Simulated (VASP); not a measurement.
# Tl: single point with b88 exchange, pbe correlation

Tl:

```xyz
2
Lattice="3.4328 0.0000 0.0000 -1.7164 2.9729 0.0000 0.0000 0.0000 5.4879" Properties=species:S:1:pos:R:3 pbc="T T T"
Tl    1.7164    0.9910    4.1159
Tl    0.0000    1.9819    1.3720
```

```yaml
Program: VASP 6.6.1
Task: single point
Functional: b88 exchange, pbe correlation
Potentials_or_basis: VASP PAW PBE potentials, release 64 (Tl_d)
Cutoff: 500 eV
k_mesh: 9 × 9 × 5
Occupations: methfessel-paxton, width 0.15 eV
Spin: collinear spin
Starting_moments: "[0.05, 0.16] μB"
```

| Item | Value |
| --- | --- |
| Pressure | 4.1 GPa |
| Band gap on the k mesh | zero (filled and empty bands overlap) |
| Net moment | 0.00 μB per cell |
| Valence electrons inside the program's atomic spheres | Tl 11.23 |

Stress tensor (GPa, compression positive):
```
3.62 0.00 0.00
0.00 3.62 0.00
0.00 0.00 5.05
```

Levels at points of the mesh, in eV from the Fermi level:
Spin up:
| k point | band 9 | band 10 | band 11 | band 12 | band 13 | band 14 | band 15 | band 16 | band 17 | band 18 |
| --- | --- | --- | --- | --- | --- | --- | --- | --- | --- | --- |
| (0.00, 0.00, 0.00) | -11.11 | -11.11 | -10.19 | -5.11 | -2.90 | 8.11 | 8.11 | 10.24 | 10.24 | 10.39 |
Spin down:
| k point | band 9 | band 10 | band 11 | band 12 | band 13 | band 14 | band 15 | band 16 | band 17 | band 18 |
| --- | --- | --- | --- | --- | --- | --- | --- | --- | --- | --- |
| (0.00, 0.00, 0.00) | -11.11 | -11.11 | -10.19 | -5.11 | -2.90 | 8.11 | 8.11 | 10.24 | 10.24 | 10.39 |

Wall time 86 s on 1 thread of Intel(R) Xeon(R) Platinum 8259CL CPU @ 2.50GHz (Skylake/Cascade Lake), on a shared host, peak memory 0.23 GiB.

Caveat: the cell stands under pressure; the PAW data sets were made with another functional, which shifts forces and pressure a little; spin-orbit coupling is left out, which moves the levels of the heavy elements.
